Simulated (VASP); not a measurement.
# TePb: single point with LDA

The system is TePb.

```
Pb Te
1.0
     0.00000    3.29437    3.29437
     3.29437    0.00000    3.29437
     3.29437    3.29437    0.00000
Pb Te
1 1
Direct
  0.00000 0.00000 0.00000
  0.50000 0.50000 0.50000
```

This cell differs from its parent crystal: volume scaled by 1.06.

```
Program                : VASP 6.6.1
Task                   : single point
Functional             : LDA
Potentials or basis    : VASP PAW LDA potentials, release 64 (Pb_d, Te)
Cutoff                 : 520 eV
k mesh                 : 7 × 7 × 7
Occupations            : methfessel-paxton, width 0.1 eV
Spin                   : collinear spin, ferromagnetic start
Starting moments       : [0.01, 0.0] μB
Dipole correction      : no
Further INCAR settings : ALGO = Normal; EDIFF = 1e-06; NBANDS = 21
```

The pressure is -3.8 GPa and the net moment is 0.00 μB per cell. The valence electrons inside the program's atomic spheres are Pb 11.85; Te 3.38.

Levels at points of the mesh, in eV from the Fermi level:
Spin up:
```csv
k point,band 7,band 8,band 9,band 10,band 11,band 12,band 13,band 14
"(0.00, 0.00, 0.00)",-5.76,-1.08,-1.08,-1.08,3.97,3.97,3.97,5.96
```
Spin down:
| k point | band 7 | band 8 | band 9 | band 10 | band 11 | band 12 | band 13 | band 14 |
| --- | --- | --- | --- | --- | --- | --- | --- | --- |
| (0.00, 0.00, 0.00) | -5.76 | -1.08 | -1.08 | -1.08 | 3.97 | 3.97 | 3.97 | 5.96 |

Run time: 82 s on 1 thread of Intel Xeon 8259CL (shared host), peak memory 0.21 GiB.

Caveat: this odd mesh misses L, where the gap lies, so gap, dielectric constants and Born charges aren't listed; spin-orbit coupling is left out, which moves the levels of the heavy elements.
